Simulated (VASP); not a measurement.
Input of a VASP 6.6.1 run:

Contents of INCAR:

```
SYSTEM = TiB2
PREC = Accurate
ENCUT = 520
EDIFF = 1E-6
ISMEAR = -1
SIGMA = 0.05
LREAL = .FALSE.
LASPH = .TRUE.
NELM = 60
ALGO = Normal
ISIF = 2
LWAVE = .FALSE.
LCHARG = .FALSE.
GGA = CA
NBANDS = 16
```

Contents of KPOINTS:

```
regular mesh
0
G
  10 10 8
  0 0 0
```

The input POSCAR:

```
TiB2
1.0
    2.9882598462      0.0000000000      0.0000000000
   -1.4941299231      2.5879089399      0.0000000000
    0.0000000000      0.0000000000      3.1847676243
Ti B
1 2
Direct
    0.0000000000      0.0000000000      0.0000000000
    0.6666666667      0.3333333333      0.5000000000
    0.3333333333      0.6666666667      0.5000000000
```

Potentials or basis: VASP PAW LDA potentials, release 64 (Ti_sv, B).

Run with:

```bash
$ cat potpaw_LDA.64/Ti_sv/POTCAR potpaw_LDA.64/B/POTCAR > POTCAR
$ mpirun -np 1 vasp_std > vasp.out
```

Q: What does it give for the pressure?

A: -0.1 GPa.

Q: What does it give for the band gap on the k mesh?

A: Zero (band 9 reaches 10.78 eV, above the bottom of band 10 at 10.19 eV).

Stress tensor (GPa, compression positive):
```
 1.00  0.00  0.00
 0.00  1.00  0.00
 0.00  0.00 -2.39
```
